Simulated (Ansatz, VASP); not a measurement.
**One calculation of Br, two programs**

INCAR

```
PREC = Accurate
ENCUT = 520
EDIFF = 1E-6
ISMEAR = -1
SIGMA = 0.08
LREAL = False
LASPH = True
NELM = 100
ALGO = Normal
ISIF = 2
LWAVE = False
LCHARG = False
GGA = PE
NBANDS = 10
```

File KPOINTS:

```
regular mesh
0
Gamma
  16 16 16
```

Contents of POSCAR:

```
Br
1.0
   -1.3896060500      1.3896060500      1.3896060500
    1.3896060500     -1.3896060500      1.3896060500
    1.3896060500      1.3896060500     -1.3896060500
Br
1
Direct
    0.0000000000      0.0000000000      0.0000000000
```

Input for Ansatz:

```yaml
crystal:
  lattice:
    - [-1.38960605, 1.38960605, 1.38960605]
    - [1.38960605, -1.38960605, 1.38960605]
    - [1.38960605, 1.38960605, -1.38960605]
  atoms:
    - { symbol: Br, position: [0.0, 0.0, 0.0] }
kpoints:
  mp_grid: { grid: [16, 16, 16] }
scf:
  occupations: { method: fermi_dirac, width: 0.08 }
hamiltonian:
  xc: pbe
  pseudopotentials: { kind: nc }
output:
  forces: true
  stress: true
  eigenvalues: true
```

Change from the starting cell: volume scaled by 0.4, norm-conserving files.

Alike in both runs: task single point; functional PBE; k mesh 16 × 16 × 16; occupations fermi-dirac, width 0.08 eV; no spin polarisation.

|  | VASP | Ansatz |
| --- | --- | --- |
| version | VASP 6.6.1 | Ansatz 0.2.0 |
| potentials or method | VASP PAW PBE potentials, release 64 (Br) | norm-conserving pseudopotentials, scalar-relativistic |
| plane-wave cutoff (eV) | 520 | 626 |
| valence electrons in the cell | 7 | 7 |

```tsv
	VASP	Ansatz	Ansatz less VASP
pressure (GPa)	242.0	240.2	-1.86
```

Both programs put the cell under a high pressure, so it lies far from rest at this level. The functional is the same, so the differences come from potentials, cutoffs and numerics.

Noted on VASP's run: the cell as given lies far from equilibrium.
